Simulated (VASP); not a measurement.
# Cu (P6_3/mmc) in VASP: further runs, part 2 of 2

VASP 6.6.1. The steps go on from the part before.

## Step 5: Single point, PBEsol (strain +0.0200 x Voigt [0, 0, 1, 0, 0, 0])

INCAR reads:

```
SYSTEM = Cu
ALGO = Fast ; EDIFF = 1E-7
ENCUT = 520 ; GGA = PS
ISIF = 2 ; ISMEAR = 0
LASPH = .True. ; LCHARG = .False.
LREAL = .False. ; LWAVE = .False.
NBANDS = 18 ; NELM = 60
PREC = Accurate ; SIGMA = 0.15
```

KPOINTS reads:

```
k-points
0
Gamma
  24 24 12
  0 0 0
```

POSCAR reads:

```
Cu
1.0
    2.5340966698      0.0000000000      0.0000000000
   -1.2670483349      2.1945920917      0.0000000000
    0.0000000000      0.0000000000      4.1948224200
Cu
2
Direct
    0.3333333333      0.6666666667      0.2500000000
    0.6666666667      0.3333333333      0.7500000000
```

Potentials or basis: VASP PAW PBE potentials, release 64 (Cu).

Command:

```console
$ cat potpaw_PBE.64/Cu/POTCAR > POTCAR
$ mpirun -np 1 vasp_std > vasp.out
```

OUTCAR:

```text
SYSTEM = Cu
   EDIFF = 1E-7
   ENCUT = 520
   GGA = PS
   ISIF = 2
   ISMEAR = 0
   LASPH = .True.
   LREAL = .False.
   NELM = 60
   PREC = Accurate

 ion  position               nearest neighbor table
   1  0.333  0.667  0.250-   2 2.56   2 2.56   2 2.56   2 2.56   2 2.56   2 2.56
   2  0.667  0.333  0.750-   1 2.56   1 2.56   1 2.56   1 2.56   1 2.56   1 2.56

  LATTYP: Found a hexagonal cell.
 ALAT       =     2.5340966698
 C/A-ratio  =     1.6553521695

  Lattice vectors:

 A1 = (   2.5340966698,   0.0000000000,   0.0000000000)
 A2 = (  -1.2670483349,   2.1945920917,   0.0000000000)
 A3 = (   0.0000000000,   0.0000000000,   4.1948224200)

Analysis of symmetry for initial positions (statically):
=====================================================================
 Subroutine PRICEL returns:
 Original cell was already a primitive cell.

 Routine SETGRP: Setting up the symmetry group for a
 hexagonal supercell.

 Subroutine GETGRP returns: Found 24 space group operations
 (whereof 12 operations were pure point group operations)
 out of a pool of 24 trial point group operations.

The static configuration has the point symmetry D_3d.
 The point group associated with its full space group is D_6h.
[... 163 lines left out ...]

 E-fermi :   7.5291     XC(G=0): -12.9800

 val. band max:        7.4997146071   @ k =   0.4167   0.0833   0.3333
 cond. band min:       7.5419794742   @ k =   0.5000   0.0000   0.0833
 fundamental gap:      0.0422648671
 Fermi energy:         7.5291260171

 k-point     1 :       0.0000    0.0000    0.0000
  band No.  band energies     occupation
      1      -1.9294      2.00000
      2       2.3605      2.00000
      3       4.4392      2.00000
      4       4.5491      2.00000
      5       4.5491      2.00000
      6       4.7509      2.00000
[... 481 lines left out ...]
      5       4.5037      2.00000
      6       4.5486      2.00000
[... 10 lines left out ...]
     17      20.4366      0.00000
     18      27.4145      0.00000

 [... further k-points ...]

------------------------ aborting loop because EDIFF is reached ----------------------------------------

  FORCE on cell =-STRESS in cart. coord.  units (eV):
  Direction    XX          YY          ZZ          XY          YZ          ZX
  --------------------------------------------------------------------------------------
  -------------------------------------------------------------------------------------
  Total       -0.4748933     -0.4748933     -0.7263375      0.0000000      0.0000000      0.0000000
  in kB      -32.6149011    -32.6149011    -49.8836813      0.0000000      0.0000000      0.0000000
  external PRESSURE =     -38.3711611 kB  Pullay stress =       0.0000000 kB

 VOLUME and BASIS-vectors are now :
 -----------------------------------------------------------------------------
  energy-cutoff  :      520.00
  volume of cell :       23.33
      direct lattice vectors                 reciprocal lattice vectors
     2.534096670  0.000000000  0.000000000     0.394617937  0.227832772  0.000000000
    -1.267048335  2.194592092  0.000000000     0.000000000  0.455665544  0.000000000
     0.000000000  0.000000000  4.194822420     0.000000000  0.000000000  0.238389114

 POSITION                                       TOTAL-FORCE (eV/Angst)
 -----------------------------------------------------------------------------------
     -0.00000      1.46306      1.04871         0.000000      0.000000      0.000000
      1.26705      0.73153      3.14612        -0.000000     -0.000000      0.000000
 -----------------------------------------------------------------------------------
    total drift:                               -0.000000      0.000000     -0.000000

  FREE ENERGIE OF THE ION-ELECTRON SYSTEM (eV)
  ---------------------------------------------------
  free  energy   TOTEN  =        -8.5962505092 eV

  energy  without entropy=       -8.5893234608  energy(sigma->0) =       -8.59278699
```

OSZICAR:

```text
N       E                     dE             d eps       ncg     rms          rms(c)
DAV:   1     0.120662174976E+03    0.12066E+03   -0.10461E+04 16604   0.218E+03
DAV:   2    -0.469667663241E+01   -0.12536E+03   -0.11907E+03 15408   0.286E+02
DAV:   3    -0.107149322462E+02   -0.60183E+01   -0.57537E+01 17208   0.850E+01
DAV:   4    -0.107804151365E+02   -0.65483E-01   -0.65438E-01 18288   0.960E+00
DAV:   5    -0.107812173149E+02   -0.80218E-03   -0.80215E-03 18774   0.919E-01    0.119E+01
RMM:   6    -0.942917387450E+01    0.13520E+01   -0.12963E+01 17969   0.638E+01    0.686E+00
RMM:   7    -0.861705123843E+01    0.81212E+00   -0.23208E+00 17752   0.281E+01    0.144E+00
RMM:   8    -0.859898581621E+01    0.18065E-01   -0.68170E-02 18788   0.249E+00    0.375E-01
RMM:   9    -0.859601085072E+01    0.29750E-02   -0.14293E-02 18648   0.222E+00    0.324E-02
RMM:  10    -0.859622936493E+01   -0.21851E-03   -0.23026E-03 19197   0.593E-01    0.473E-02
RMM:  11    -0.859624587512E+01   -0.16510E-04   -0.37440E-04 20048   0.185E-01    0.196E-02
RMM:  12    -0.859624878545E+01   -0.29103E-05   -0.70599E-05 20608   0.854E-02    0.375E-03
RMM:  13    -0.859625030220E+01   -0.15168E-05   -0.11975E-05 18804   0.346E-02    0.342E-03
RMM:  14    -0.859625061162E+01   -0.30942E-06   -0.26970E-06 17632   0.145E-02    0.144E-03
RMM:  15    -0.859625050874E+01    0.10288E-06   -0.32453E-07 11886   0.732E-03    0.219E-04
RMM:  16    -0.859625050922E+01   -0.47839E-09   -0.10626E-07 10559   0.292E-03
   1 F= -.85962505E+01 E0= -.85927870E+01  d E =-.692705E-02
```

stdout:

```text
POSCAR found type information on POSCAR Cu
 POSCAR found :  1 types and       2 ions
 scaLAPACK will be used
[... 22 lines left out ...]
 num prob  num prob  num prob  num prob  num prob  num prob  num prob  num prob  num prob  num prob  num prob  num prob  num prob  num prob  num prob  num prob  num prob  num prob  num prob  num prob  num prob  num prob  num prob  num prob  num prob  num prob  num prob  num prob  num prob  num prob  num prob  num prob  num prob  num prob  num prob  num prob  num prob RMM:  15    -0.859625050874E+01    0.10288E-06   -0.32453E-07 11886   0.732E-03    0.219E-04
 num prob WARNING in EDDRMM: call to ZHEGV failed, returncode =   8  4     18
 num prob  num prob  num prob  num prob  num prob  num prob  num prob  num prob  num prob  num prob  num prob  num prob  num prob  num prob  num prob  num prob RMM:  16    -0.859625050922E+01   -0.47839E-09   -0.10626E-07 10559   0.292E-03
```

Wall time 72 s (1 thread of Intel Xeon 6975P-C (Granite Rapids), shared host); peak memory 0.25 GiB.

What came out:

```
Free energy            : -8.5963 eV
Pressure               : -3.8 GPa
Band gap on the k mesh : zero (band 11 reaches 11.67 eV, above the bottom of band 12 at 5.59 eV)
```

Caveat: the cell differs from its parent crystal (strain +0.0200 x Voigt [0, 0, 1, 0, 0, 0]); the PAW data sets were made with another functional, which shifts forces and pressure a little.

## Step 6: Single point, PBEsol (strain +0.0175 x Voigt [0, 0, 1, 0, 0, 0])

INCAR reads:

```
SYSTEM = Cu
PREC = Accurate
ENCUT = 520
EDIFF = 1E-7
ISMEAR = 0
SIGMA = 0.15
LREAL = .FALSE.
LASPH = .TRUE.
NELM = 60
ALGO = Fast
ISIF = 2
LWAVE = .FALSE.
LCHARG = .FALSE.
GGA = PS
NBANDS = 18
```

KPOINTS reads:

```
Automatic mesh
0
G
  24 24 12
  0 0 0
```

Changes to POSCAR since step 5:

```diff
@@ -4,3 +4,3 @@
    -1.2670483349      2.1945920917      0.0000000000
-    0.0000000000      0.0000000000      4.1948224200
+    0.0000000000      0.0000000000      4.1845409925
 Cu
```

Potentials or basis: VASP PAW PBE potentials, release 64 (Cu).

Command:

```console
$ cat potpaw_PBE.64/Cu/POTCAR > POTCAR
$ mpirun -np 1 vasp_std > vasp.out
```

OUTCAR:

```text
SYSTEM = Cu
   PREC = Accurate
   ENCUT = 520
   EDIFF = 1E-7
   ISMEAR = 0
   LREAL = .FALSE.
   LASPH = .TRUE.
   NELM = 60
   ISIF = 2
   GGA = PS

 ion  position               nearest neighbor table
   1  0.333  0.667  0.250-   2 2.55   2 2.55   2 2.55   2 2.55   2 2.55   2 2.55
   2  0.667  0.333  0.750-   1 2.55   1 2.55   1 2.55   1 2.55   1 2.55   1 2.55

  LATTYP: Found a hexagonal cell.
 ALAT       =     2.5340966698
 C/A-ratio  =     1.6512949338

  Lattice vectors:

 A1 = (   2.5340966698,   0.0000000000,   0.0000000000)
 A2 = (  -1.2670483349,   2.1945920917,   0.0000000000)
 A3 = (   0.0000000000,   0.0000000000,   4.1845409925)

Analysis of symmetry for initial positions (statically):
=====================================================================
 Subroutine PRICEL returns:
 Original cell was already a primitive cell.

 Routine SETGRP: Setting up the symmetry group for a
 hexagonal supercell.

 Subroutine GETGRP returns: Found 24 space group operations
 (whereof 12 operations were pure point group operations)
 out of a pool of 24 trial point group operations.

The static configuration has the point symmetry D_3d.
 The point group associated with its full space group is D_6h.

Analysis of symmetry for dynamics (positions and initial velocities):
=====================================================================
 Subroutine PRICEL returns:
 Original cell was already a primitive cell.

 Routine SETGRP: Setting up the symmetry group for a
 hexagonal supercell.

 Subroutine GETGRP returns: Found 24 space group operations
 (whereof 12 operations were pure point group operations)
 out of a pool of 24 trial point group operations.

The dynamic configuration has the point symmetry D_3d.
 The point group associated with its full space group is D_6h.

 Subroutine INISYM returns: Found 24 space group operations
 (whereof 12 operations are pure point group operations),
 and found     1 'primitive' translations

[... 115 lines left out ...]
  volume/ion in A,a.u.               =      11.64        78.52
  Fermi-wavevector in a.u.,A,eV,Ry     =   1.606722  3.036265 35.124204  2.581556
  Thomas-Fermi vector in A             =   2.702865
   LORBIT       =      0    0 simple, 1 ext, 2 COOP (PROOUT), +10 PAW based schemes
   GGA     = PS    functional components
   LHFCALC =     F    Hartree Fock is set to
   AEXX    =    0.0000 exact exchange contribution
   IVDW    =     0    specifies the selected vdW correction
   LEPSILON=     F    determine dielectric tensor
   LRPA    =     F    only Hartree local field effects (RPA)
 non-spin polarized calculation
 RMM-DIIS sequential band-by-band and
 Gauss-broadening in eV      SIGMA  =   0.15
  energy-cutoff  :      520.00
  volume of cell :       23.27
 maximum number of plane-waves:       652
 NGX is ok and might be reduce to    20
   NGX =  9   NGY =  9   NGZ = 15

 number of electron      21.9999996 magnetization

 Free energy of the ion-electron system (eV)
  ---------------------------------------------------
  ext. energy  EPLUGINS =         0.00000000
  ---------------------------------------------------
  free energy    TOTEN  =        -8.59788721 eV

  energy without entropy =       -8.59104864  energy(sigma->0) =       -8.59446793

 E-fermi :   7.5592     XC(G=0): -12.9944

 val. band max:        7.5242791374   @ k =   0.1667   0.0000   0.1667
 cond. band min:       7.5670729580   @ k =   0.5000   0.0000   0.0833
 fundamental gap:      0.0427938206
 Fermi energy:         7.5592064133

 k-point     1 :       0.0000    0.0000    0.0000
  band No.  band energies     occupation
      1      -1.9176      2.00000
      2       2.3827      2.00000
      3       4.4707      2.00000
      4       4.5724      2.00000
      5       4.5724      2.00000
      6       4.7769      2.00000
[... 481 lines left out ...]
      5       4.5199      2.00000
      6       4.5755      2.00000
[... 10 lines left out ...]
     17      20.4502      0.00000
     18      27.4438      0.00000

 [... further k-points ...]

------------------------ aborting loop because EDIFF is reached ----------------------------------------

  FORCE on cell =-STRESS in cart. coord.  units (eV):
  Direction    XX          YY          ZZ          XY          YZ          ZX
  --------------------------------------------------------------------------------------
  -------------------------------------------------------------------------------------
  Total       -0.4466587     -0.4466587     -0.6352250      0.0000000     -0.0000000      0.0000000
  in kB      -30.7511667    -30.7511667    -43.7334088      0.0000000     -0.0000000      0.0000000
  external PRESSURE =     -35.0785807 kB  Pullay stress =       0.0000000 kB

 VOLUME and BASIS-vectors are now :
 -----------------------------------------------------------------------------
  energy-cutoff  :      520.00
  volume of cell :       23.27
      direct lattice vectors                 reciprocal lattice vectors
     2.534096670  0.000000000  0.000000000     0.394617937  0.227832772  0.000000000
    -1.267048335  2.194592092  0.000000000     0.000000000  0.455665544  0.000000000
     0.000000000  0.000000000  4.184540992     0.000000000  0.000000000  0.238974837

 POSITION                                       TOTAL-FORCE (eV/Angst)
 -----------------------------------------------------------------------------------
     -0.00000      1.46306      1.04614         0.000000     -0.000000      0.000000
      1.26705      0.73153      3.13841        -0.000000      0.000000     -0.000000
 -----------------------------------------------------------------------------------
    total drift:                               -0.000000      0.000000     -0.000000

  FREE ENERGIE OF THE ION-ELECTRON SYSTEM (eV)
  ---------------------------------------------------
  free  energy   TOTEN  =        -8.5978872131 eV

  energy  without entropy=       -8.5910486437  energy(sigma->0) =       -8.59446793
```

stdout:

```text
POSCAR found type information on POSCAR Cu
 POSCAR found :  1 types and       2 ions
 scaLAPACK will be used
[... 22 lines left out ...]
WARNING in EDDRMM: call to ZHEGV failed, returncode =   6  3     14
 num prob WARNING in EDDRMM: call to ZHEGV failed, returncode =   8  4     17
 num prob RMM:  14    -0.859788728795E+01   -0.33204E-06   -0.26746E-06 17491   0.147E-02    0.898E-04
 num prob  num prob  num prob  num prob  num prob  num prob  num prob  num prob  num prob  num prob  num prob  num prob  num prob  num prob  num prob  num prob  num prob  num prob  num prob  num prob  num prob  num prob  num prob  num prob  num prob  num prob  num prob  num prob  num prob  num prob  num prob  num prob  num prob  num prob  num prob  num prob  num prob  num prob RMM:  15    -0.859788721314E+01    0.74808E-07   -0.29794E-07 11816   0.619E-03
```

It took 69 s on 1 thread of Intel Xeon 6975P-C (Granite Rapids), shared host; peak memory 0.25 GiB.

Results:

```yaml
Free_energy: -8.5979 eV
Pressure: -3.5 GPa
Band_gap_on_the_k_mesh: zero (band 11 reaches 11.70 eV, above the bottom of band 12 at 5.62 eV)
```

Levels at points of the mesh, in eV from the Fermi level:
```tsv
k point	band 7	band 8	band 9	band 10	band 11	band 12	band 13	band 14	band 15	band 16
(0.00, 0.00, 0.00)	-2.78	-2.45	-2.45	-1.71	-1.71	-1.16	3.68	21.64	22.19	22.19
(0.50, 0.00, 0.00)	-2.76	-1.60	-1.58	-1.51	0.04	1.64	7.77	8.10	10.71	11.03
(0.00, 0.00, 0.50)	-3.02	-3.02	-1.94	-1.94	-1.94	-1.94	12.28	12.28	22.33	22.33
(0.50, 0.00, 0.50)	-1.89	-1.89	-1.54	-1.54	0.48	0.48	4.95	4.95	16.36	16.36
```

Caveat: the cell differs from its parent crystal (strain +0.0175 x Voigt [0, 0, 1, 0, 0, 0]); the PAW data sets were made with another functional, which shifts forces and pressure a little.

## Step 7: The runs side by side

| cell | further INCAR settings | gap on the mesh (eV) | pressure (GPa) |
| --- | --- | --- | --- |
| a = 2.534, b = 2.534, c = 4.133 Å, angles 90.0, 90.0, 120.0°, 2 atoms | ALGO = Fast; EDIFF = 1e-07; NBANDS = 18 | none | -1.6 |
| a = 2.534, b = 2.534, c = 4.154 Å, angles 90.0, 90.0, 120.0°, 2 atoms | ALGO = Fast; EDIFF = 1e-06; NBANDS = 18 | none | -2.5 |
| a = 2.534, b = 2.534, c = 4.174 Å, angles 90.0, 90.0, 120.0°, 2 atoms | ALGO = Fast; EDIFF = 1e-07; NBANDS = 18 | none | -3.1 |
| a = 2.534, b = 2.534, c = 4.195 Å, angles 90.0, 90.0, 120.0°, 2 atoms | ALGO = Fast; EDIFF = 1e-07; NBANDS = 18 | none | -3.8 |
| a = 2.534, b = 2.534, c = 4.185 Å, angles 90.0, 90.0, 120.0°, 2 atoms | ALGO = Fast; EDIFF = 1e-07; NBANDS = 18 | none | -3.5 |

Alike in all rows: task single point; level PBEsol; potentials or basis VASP PAW PBE potentials, release 64 (Cu); no spin polarisation; k mesh 24 × 24 × 12; cutoff (eV) 520; smearing gaussian 0.15 eV.

Caveats: the PAW data sets were made with another functional, which shifts forces and pressure a little.

Total energies depend on the potentials used, so only differences within one code and one set of settings carry meaning.
